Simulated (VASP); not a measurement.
A run of VASP 6.6.1 is set up as follows.

INCAR

```
PREC     = Accurate       # precision mode
ENCUT    = 600            # plane-wave cutoff, eV
EDIFF    = 1E-6           # SCF threshold, eV
ISMEAR   = -1             # smearing method
SIGMA    = 0.1            # smearing width, eV
LREAL    = F              # projectors in reciprocal space
LASPH    = T              # aspherical terms in the spheres
NELM     = 200            # most SCF steps
ALGO     = Normal         # electronic algorithm
ISIF     = 2              # what is computed and relaxed
LWAVE    = F              # write WAVECAR
LCHARG   = F              # write CHGCAR
ISPIN    = 2              # spin polarisation
MAGMOM   = 2 0            # initial moments
LORBIT   = 11             # projections on sites
LMAXMIX  = 4              # l up to which the mixer works
GGA      = CA             # functional
NBANDS   = 22             # bands
GGA_COMPAT= F
```

File KPOINTS:

```
Automatic mesh
0
Gamma
  6 6 3
```

The input POSCAR:

```
VOs
1.0
    2.7634120100      0.0000000000      0.0000000000
   -1.3817060050      2.3931850018      0.0000000000
    0.0000000000      0.0000000000      4.2580210000
V Os
1 1
Direct
    0.6666666667      0.3333333333      0.0000000000
    0.0000000000      0.0000000000      0.5000000000
```

Potentials or basis: VASP PAW LDA potentials, release 64 (V_sv, Os).

Launch:

```sh
$ cat potpaw_LDA.64/V_sv/POTCAR potpaw_LDA.64/Os/POTCAR > POTCAR
$ mpirun -np 1 vasp_std > vasp.out
```

**Question.** What does it give for the net moment?

**Answer.** 0.00 μB per cell.

**Question.** Predict the pressure.

**Answer.** -15.9 GPa.

Stress tensor (GPa, compression positive):
```
-17.45   0.00   0.00
  0.00 -17.45   0.00
  0.00   0.00 -12.69
```

Caveat: the k points lie up to 0.49 Å⁻¹ apart.
